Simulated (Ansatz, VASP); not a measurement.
One calculation of Ga2As, two programs

```
Ga As
1.0
     3.90020   -0.00046    0.00123
     0.00046    3.73117   -0.00279
     0.00084    0.00290    8.35950
Ga As
4 2
Direct
  0.99901 0.00088 0.93898
  0.49909 0.50103 0.06099
  0.00048 0.49930 0.36660
  0.50031 0.99948 0.63337
  0.00029 0.49954 0.68706
  0.50083 0.99976 0.31300
```

Change from the starting cell: Cu2Sb type (P4/nmm, No. 129); cell x1, atoms moved at random (sigma 0.15 Å) and cell strained at random (1.5 %), then relaxed without symmetry.

Alike in both runs: functional PBE; k mesh 6 × 6 × 4; occupations gaussian, width 0.1 eV; no spin polarisation.

Ansatz relaxed the structure, and its values are those at the end. VASP's run is a single point on that final structure, the one shown.

|  | VASP | Ansatz |
| --- | --- | --- |
| version | VASP 6.6.1 | Ansatz 0.2.0 |
| potentials or method | VASP PAW PBE potentials, release 64 (Ga_d, As), cutoff 520 eV | scalar-relativistic, plane waves, PAW |
| valence electrons in the cell | 62 | 82 |

```csv
,VASP,Ansatz,Ansatz less VASP
gap on the k mesh at the Fermi level (eV),none,none,-
pressure (GPa),0.2,0.0,-0.18
rms of the force components (eV/Å),0.004,0.001,-0.0024
```

A gap of «none» marks a metal or a gap that the smearing closes. VASP's potentials hold 62 valence electrons a cell and Ansatz's 82, so a difference there can come from the potentials and not from the codes.
